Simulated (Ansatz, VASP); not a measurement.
Two plane-wave programs on TaN

INCAR

```
SYSTEM = TaN
  PREC = Accurate
  ENCUT = 700
  EDIFF = 1E-6
  ISMEAR = -1
  SIGMA = 0.02
  LREAL = .FALSE.
  LASPH = .TRUE.
  NELM = 120
  ALGO = Normal
  ISIF = 2
  LWAVE = .FALSE.
  LCHARG = .FALSE.
  GGA = PS
  IVDW = 13
  NBANDS = 26
  GGA_COMPAT = .FALSE.
```

The input KPOINTS:

```
regular mesh
0
G
  10 10 5
  0 0 0
```

POSCAR

```
TaN
1.0
    3.1237644157      0.0000000000      0.0000000000
   -1.5618822078      2.7052593394      0.0000000000
    0.0000000000      0.0000000000      6.0477078218
Ta N
2 2
Direct
    0.3333333333      0.6666666667      0.0298993550
    0.6666666667      0.3333333333      0.5298993550
    0.3333333333      0.6666666667      0.3551006450
    0.6666666667      0.3333333333      0.8551006450
```

Input for Ansatz:

```yaml
crystal:
  lattice:
    - [3.1237644157, 0.0, 0.0]
    - [-1.5618822078, 2.7052593394, 0.0]
    - [0.0, 0.0, 6.0477078218]
  atoms:
    - { symbol: Ta, position: [0.3333333333, 0.6666666667, 0.029899355] }
    - { symbol: Ta, position: [0.6666666667, 0.3333333333, 0.529899355] }
    - { symbol: "N", position: [0.3333333333, 0.6666666667, 0.355100645] }
    - { symbol: "N", position: [0.6666666667, 0.3333333333, 0.855100645] }
kpoints:
  mp_grid: { grid: [10, 10, 5] }
scf:
  occupations: { method: fermi_dirac, width: 0.02 }
  mixing: { preconditioner: ldos }
hamiltonian:
  xc: pbesol
  pseudopotentials: { kind: paw }
  dispersion: d4
output:
  forces: true
  stress: true
  eigenvalues: true
  populations: true
  write_density: true
  write_potential: true
  elf: true
  volumetric_format: npy
```

Alike in both runs: task single point; functional PBEsol; dispersion D4; k mesh 10 × 10 × 5; occupations fermi-dirac, width 0.02 eV; no spin polarisation.

```csv
,VASP,Ansatz
version,VASP 6.6.1,Ansatz 0.2.0
potentials or method,"VASP PAW PBE potentials, release 64 (Ta_sv_GW, N)","PAW with Ansatz's default frozen-core files, scalar-relativistic"
plane-wave cutoff (eV),700,420
valence electrons in the cell,36,36
```

|  | VASP | Ansatz | Ansatz less VASP |
| --- | --- | --- | --- |
| gap on the k mesh at the Fermi level (eV) | none | none | - |
| pressure (GPa) | -2.1 | -2.2 | -0.04 |
| traceless stress, the component that is largest in VASP (GPa) | -0.07 | -0.27 | -0.208 |
| rms of the force components (eV/Å) | 0.009 | 0.005 | -0.0042 |

VASP's potentials were made for PBE, not for PBEsol. Atom by atom the forces differ by 0.004 eV/Å (rms over components). A gap of «none» marks a metal or a gap that the smearing closes.

Spin-orbit coupling is off throughout.
